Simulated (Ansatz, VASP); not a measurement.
## Two plane-wave programs on CoSi2

```
CELL_PARAMETERS angstrom
0.00000 2.67800 2.67800
2.67800 0.00000 2.67800
2.67800 2.67800 0.00000
ATOMIC_POSITIONS crystal
Co 0.00000 0.00000 0.00000
Si 0.75000 0.75000 0.75000
Si 0.25000 0.25000 0.25000
```

Alike in both runs: task single point; functional PBE; k mesh 7 × 7 × 7; occupations fermi-dirac, width 0.05 eV; collinear spin; fixed moment 4 μB.

|  | VASP | Ansatz |
| --- | --- | --- |
| version | VASP 6.6.1 | Ansatz 0.2.0 |
| potentials or method | VASP PAW PBE potentials, release 64 (Co_sv, Si) | Ansatz PAW |
| plane-wave cutoff (eV) | 600 | 420 |
| valence electrons in the cell | 25 | 25 |

VASP gave:

```
net moment per atom (μB)                                      : 1.33
size of the moment on the site where the two differ most (μB) : 2.09
```

Problem. Which values does Ansatz return?

Solution. net moment per atom (μB): 1.33; size of the moment on the site where the two differ most (μB): 2.15.

Site moments also hang on the region over which each program counts them. The functional is the same, so the differences come from potentials, cutoffs and numerics.
